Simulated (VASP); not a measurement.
# CoH4Br (F-43m) in VASP: single point with PBE

Aim: the single point of CoH4Br with PBE.

Everything below comes from runs of VASP 6.6.1. Logs are shortened: lines on timing, memory, paths and dates and some standing lists are left out, and cuts for length are marked.

**1. The cell of the first run**

The structure is cubic, space group F-43m (No. 216). The conventional cell has a = 6.741 Å, b = 6.741 Å, c = 6.741 Å, α = 90.00°, β = 90.00°, γ = 90.00°. Within 1.6 Å of Co (site symmetry -43m) lie 4 H at 1.20 Å. Within 1.6 Å of H (site symmetry 3m) lie 1 Co at 1.20 Å. Within 3.8 Å of Br (site symmetry -43m) lie 12 H at 2.85 Å and 6 Co at 3.37 Å.

The cell was built from a structure type or drawn by symmetry, and may not be a known phase.

**2. Single point, PBE, collinear spin, ferromagnetic start**

INCAR

```
SYSTEM = CoH4Br
PREC = Accurate ; ENCUT = 520
EDIFF = 1E-6 ; ISMEAR = 0
SIGMA = 0.1 ; LREAL = .FALSE.
LASPH = .TRUE. ; NELM = 150
ALGO = Normal ; ISIF = 2
LWAVE = .FALSE. ; LCHARG = .TRUE.
ISPIN = 2 ; MAGMOM = 3 0 0 0 0 0
LORBIT = 11 ; LMAXMIX = 4
GGA = PE ; LELF = .TRUE.
LVHAR = .TRUE. ; NBANDS = 23
```

KPOINTS

```
Automatic mesh
0
G
  4 4 4
  0 0 0
```

POSCAR

```
CoH4Br
1.0
    0.0000000000      3.3705265200      3.3705265200
    3.3705265200      0.0000000000      3.3705265200
    3.3705265200      3.3705265200      0.0000000000
Co H Br
1 4 1
Direct
    0.5000000000      0.5000000000      0.5000000000
    0.1927543900      0.6024152000      0.6024152000
    0.6024152000      0.6024152000      0.6024152000
    0.6024152000      0.1927543900      0.6024152000
    0.6024152000      0.6024152000      0.1927543900
    0.0000000000      0.0000000000      0.0000000000
```

Potentials or basis: VASP PAW PBE potentials, release 64 (Co, H, Br).

On the command line:

```
cat potpaw_PBE.64/Co/POTCAR potpaw_PBE.64/H/POTCAR potpaw_PBE.64/Br/POTCAR > POTCAR
mpirun -np 1 vasp_std > vasp.out
```

OUTCAR:

```text
SYSTEM = CoH4Br
   PREC = Accurate
   ENCUT = 520
   EDIFF = 1E-6
   ISMEAR = 0
   LREAL = .FALSE.
   LASPH = .TRUE.
   NELM = 150
   ISIF = 2
   ISPIN = 2
   LORBIT = 11
   GGA = PE

 ion  position               nearest neighbor table
   1  0.500  0.500  0.500-   3 1.20   2 1.20   4 1.20   5 1.20
   2  0.193  0.602  0.602-   1 1.20
   3  0.602  0.602  0.602-   1 1.20
   4  0.602  0.193  0.602-   1 1.20
   5  0.602  0.602  0.193-   1 1.20
   6  0.000  0.000  0.000-

  LATTYP: Found a face centered cubic cell.
 ALAT       =     6.7410530400

  Lattice vectors:

 A1 = (   0.0000000000,   3.3705265200,   3.3705265200)
 A2 = (   3.3705265200,   0.0000000000,   3.3705265200)
 A3 = (   3.3705265200,   3.3705265200,   0.0000000000)

Analysis of symmetry for initial positions (statically):
=====================================================================
 Subroutine PRICEL returns:
 Original cell was already a primitive cell.

 Routine SETGRP: Setting up the symmetry group for a
 face centered cubic supercell.

 Subroutine GETGRP returns: Found 24 space group operations
 (whereof 24 operations were pure point group operations)
 out of a pool of 48 trial point group operations.

The static configuration has the point symmetry T_d .

Analysis of symmetry for dynamics (positions and initial velocities):
=====================================================================
 Subroutine PRICEL returns:
 Original cell was already a primitive cell.

 Routine SETGRP: Setting up the symmetry group for a
 face centered cubic supercell.

 Subroutine GETGRP returns: Found 24 space group operations
 (whereof 24 operations were pure point group operations)
 out of a pool of 48 trial point group operations.

The dynamic configuration has the point symmetry T_d .

Analysis of structural, dynamic, and magnetic symmetry:
=====================================================================
 Subroutine PRICEL returns:
 Original cell was already a primitive cell.

 Routine SETGRP: Setting up the symmetry group for a
 face centered cubic supercell.

 Subroutine GETGRP returns: Found 24 space group operations
 (whereof 24 operations were pure point group operations)
 out of a pool of 48 trial point group operations.

The overall configuration has the point symmetry T_d .

 Subroutine INISYM returns: Found 24 space group operations
 (whereof 24 operations are pure point group operations),
 and found     1 'primitive' translations

----------------------------------------------------------------------------------------

                                     Primitive cell

  volume of cell :      76.5814

  direct lattice vectors                    reciprocal lattice vectors
     0.000000000  3.370526520  3.370526520    -0.148344776  0.148344776  0.148344776
     3.370526520  0.000000000  3.370526520     0.148344776 -0.148344776  0.148344776
     3.370526520  3.370526520  0.000000000     0.148344776  0.148344776 -0.148344776

  length of vectors
     4.766644317  4.766644317  4.766644317     0.256940688  0.256940688  0.256940688

  position of ions in fractional coordinates (direct lattice)
     0.500000000  0.500000000  0.500000000
     0.192754390  0.602415200  0.602415200
     0.602415200  0.602415200  0.602415200
     0.602415200  0.192754390  0.602415200
     0.602415200  0.602415200  0.192754390
     0.000000000  0.000000000  0.000000000

  ion indices of the primitive-cell ions
   primitive index   ion index
                 1           1
                 2           2
                 3           3
                 4           4
                 5           5
                 6           6

----------------------------------------------------------------------------------------

 KPOINTS: Automatic mesh

Automatic generation of k-mesh.
 Grid dimensions read from file:
 generate k-points for:    4    4    4

 Generating k-lattice:

  Cartesian coordinates                     Fractional coordinates (reciprocal lattice)
    -0.037086194  0.037086194  0.037086194     0.250000000  0.000000000  0.000000000
     0.037086194 -0.037086194  0.037086194     0.000000000  0.250000000  0.000000000
     0.037086194  0.037086194 -0.037086194     0.000000000  0.000000000  0.250000000

  Length of vectors
     0.064235172  0.064235172  0.064235172

  Shift w.r.t. Gamma in fractional coordinates (k-lattice)
     0.000000000  0.000000000  0.000000000

 Subroutine IBZKPT returns following result:
 ===========================================

 Found      8 irreducible k-points:

 Following reciprocal coordinates:
            Coordinates               Weight
  0.000000  0.000000  0.000000      1.000000
  0.250000  0.000000  0.000000      8.000000
  0.500000  0.000000  0.000000      4.000000
  0.250000  0.250000  0.000000      6.000000
  0.500000  0.250000  0.000000     24.000000
 -0.250000  0.250000  0.000000     12.000000
  0.500000  0.500000  0.000000      3.000000
 -0.250000  0.500000  0.250000      6.000000
   k-points           NKPTS =      8   k-points in BZ     NKDIM =      8   number of bands    NBANDS=     23
   number of dos      NEDOS =    301   number of ions     NIONS =      6
   total plane-waves  NPLWV =  46656
   dimension x,y,z NGX =    36 NGY =   36 NGZ =   36
   dimension x,y,z NGXF=    72 NGYF=   72 NGZF=   72
   ions per type =               1   4   1
   NGX,Y,Z   is equivalent  to a cutoff of  12.56, 12.56, 12.56 a.u.
   NGXF,Y,Z  is equivalent  to a cutoff of  25.11, 25.11, 25.11 a.u.
 SYSTEM =  CoH4Br
   PREC   = accura    normal or accurate (medium, high low for compatibility)
   ISTART =      0    job   : 0-new  1-cont  2-samecut
   ICHARG =      2    charge: 1-file 2-atom 10-const
   ISPIN  =      2    spin polarized calculation?
   LNONCOLLINEAR =      F non collinear calculations
   LSORBIT =      F    spin-orbit coupling
   LASPH  =      T    aspherical Exc in radial PAW
   ENCUT  =  520.0 eV  38.22 Ry    6.18 a.u.   8.86  8.86  8.86*2*pi/ulx,y,z
   NELM   =    150;   NELMIN=  2; NELMDL= -5     # of ELM steps
   EDIFF  = 0.1E-05   stopping-criterion for ELM
   LREAL  =      F    real-space projection
[... 7 lines left out ...]
   TEBEG  =    0.0;   TEEND  =   0.0 temperature during run
   PSTRESS=    0.0 pullay stress
   NELECT =      20.0000    total number of electrons
   NUPDOWN=      -1.0000    fix difference up-down
   EMIN   =  10.00;   EMAX   =-10.00  energy-range for DOS
   EFERMI =   0.00;   METHOD = LEGACY
   ISMEAR =     0;   SIGMA  =   0.10  broadening in eV -4-tet -1-fermi 0-gaus
   EFERMI_NEDOS =   21; number of points for ismear=-14 and -15
   IALGO  =     38    algorithm
   IMIX   =      4    mixing-type and parameters
     AMIX     =   0.40;   BMIX     =  1.00
     AMIX_MAG =   1.60;   BMIX_MAG =  1.00
  volume/ion in A,a.u.               =      12.76        86.13
  Fermi-wavevector in a.u.,A,eV,Ry     =   1.046431  1.977467 14.898610  1.095017
  Thomas-Fermi vector in A             =   2.181268
   LORBIT       =     11    0 simple, 1 ext, 2 COOP (PROOUT), +10 PAW based schemes
   GGA     = PE    functional components
   LHFCALC =     F    Hartree Fock is set to
   AEXX    =    0.0000 exact exchange contribution
   IVDW    =     0    specifies the selected vdW correction
   LEPSILON=     F    determine dielectric tensor
   LRPA    =     F    only Hartree local field effects (RPA)
 spin polarized calculation
 Gauss-broadening in eV      SIGMA  =   0.10
  energy-cutoff  :      520.00
  volume of cell :       76.58
 maximum number of plane-waves:      2085
   NGX = 17   NGY = 17   NGZ = 17

 number of electron      20.0000010 magnetization       0.0001883

 number of electron      20.0000010 magnetization      -0.0000216

 Free energy of the ion-electron system (eV)
  ---------------------------------------------------
  ext. energy  EPLUGINS =         0.00000000
  ---------------------------------------------------
  free energy    TOTEN  =       -15.09943000 eV

  energy without entropy =      -15.09943000  energy(sigma->0) =      -15.09943000

 E-fermi :   0.1342     XC(G=0):  -8.0905

 val. band max:       -0.3607221778   @ k =   0.5000   0.0000   0.0000
 cond. band min:       0.9358864813   @ k =   0.5000   0.0000   0.0000
 fundamental gap:      1.2966086591
 Fermi energy:         0.1342310583

 spin component 1

 k-point     1 :       0.0000    0.0000    0.0000
  band No.  band energies     occupation
      1     -13.6536      1.00000
      2      -5.4658      1.00000
      3      -4.4913      1.00000
      4      -4.4913      1.00000
      5      -4.4913      1.00000
      6      -1.3901      1.00000
[... 173 lines left out ...]
      5      -4.4041      1.00000
      6      -2.2212      1.00000
[... 14 lines left out ...]
     21      13.9366      0.00000
     22      14.1879      0.00000
 Fermi energy:         0.1342310583

 spin component 2

 k-point     1 :       0.0000    0.0000    0.0000
  band No.  band energies     occupation
      1     -13.6536      1.00000
      2      -5.4658      1.00000
      3      -4.4912      1.00000
      4      -4.4912      1.00000
      5      -4.4912      1.00000
      6      -1.3901      1.00000
[... 173 lines left out ...]
      5      -4.4041      1.00000
      6      -2.2213      1.00000
[... 14 lines left out ...]
     21      13.9366      0.00000
     22      14.1879      0.00000
 [bands above 22 left out]

------------------------ aborting loop because EDIFF is reached ----------------------------------------

  FORCE on cell =-STRESS in cart. coord.  units (eV):
  Direction    XX          YY          ZZ          XY          YZ          ZX
  --------------------------------------------------------------------------------------
  -------------------------------------------------------------------------------------
  Total       11.6674996     11.6674996     11.6674996     -0.0000000      0.0000000      0.0000000
  in kB      244.0985138    244.0985138    244.0985138     -0.0000000      0.0000000      0.0000000
  external PRESSURE =     244.0985138 kB  Pullay stress =       0.0000000 kB

 VOLUME and BASIS-vectors are now :
 -----------------------------------------------------------------------------
  energy-cutoff  :      520.00
  volume of cell :       76.58
      direct lattice vectors                 reciprocal lattice vectors
     0.000000000  3.370526520  3.370526520    -0.148344776  0.148344776  0.148344776
     3.370526520  0.000000000  3.370526520     0.148344776 -0.148344776  0.148344776
     3.370526520  3.370526520  0.000000000     0.148344776  0.148344776 -0.148344776

 POSITION                                       TOTAL-FORCE (eV/Angst)
 -----------------------------------------------------------------------------------
      3.37053      3.37053      3.37053         0.000000      0.000000      0.000000
      4.06091      2.68014      2.68014         4.487010     -4.487010     -4.487010
      4.06091      4.06091      4.06091         4.487010      4.487010      4.487010
      2.68014      4.06091      2.68014        -4.487010      4.487010     -4.487010
      2.68014      2.68014      4.06091        -4.487010     -4.487010      4.487010
      0.00000      0.00000      0.00000         0.000000      0.000000     -0.000000
 -----------------------------------------------------------------------------------
    total drift:                                0.000004      0.000004      0.000004

  FREE ENERGIE OF THE ION-ELECTRON SYSTEM (eV)
  ---------------------------------------------------
  free  energy   TOTEN  =       -15.0994300040 eV

  energy  without entropy=      -15.0994300040  energy(sigma->0) =      -15.09943000

 total charge

# of ion       s       p       d       tot
------------------------------------------
    1        0.914   0.544   8.049   9.507
    2        0.619   0.061   0.000   0.680
    3        0.619   0.061   0.000   0.680
    4        0.619   0.061   0.000   0.680
    5        0.619   0.061   0.000   0.680
    6        1.623   3.143   0.007   4.773
--------------------------------------------------
tot          5.011   3.934   8.057  17.001

 magnetization (x)

# of ion       s       p       d       tot
------------------------------------------
    1       -0.000  -0.000  -0.000  -0.000
    2        0.000  -0.000   0.000   0.000
    3        0.000  -0.000   0.000   0.000
    4        0.000  -0.000   0.000   0.000
    5        0.000  -0.000   0.000   0.000
    6       -0.000  -0.000   0.000  -0.000
--------------------------------------------------
tot          0.000  -0.000  -0.000  -0.000
```

It took 72 s on 1 thread of Intel Xeon 8259CL, shared host; peak memory 0.24 GiB.

Results:

* Free energy: -15.0994 eV
* Pressure: 24.4 GPa
* Largest force: 7.772 eV/Å
* Band gap on the k mesh: 1.30 eV
* Net moment: 0.00 μB per cell
* Valence electrons inside the program's atomic spheres: Co 9.51; H 0.68; Br 4.77

Forces in eV/Å, atoms in the order of the input:
```
Co   0.000  0.000  0.000
H    4.487 -4.487 -4.487
H    4.487  4.487  4.487
H   -4.487  4.487 -4.487
H   -4.487 -4.487  4.487
Br   0.000  0.000  0.000
```

Caveat: the cell stands under pressure; forces of over 1 eV/Å act on the atoms, so gaps and moduli don't describe the material at rest. A k mesh can miss the band edges.
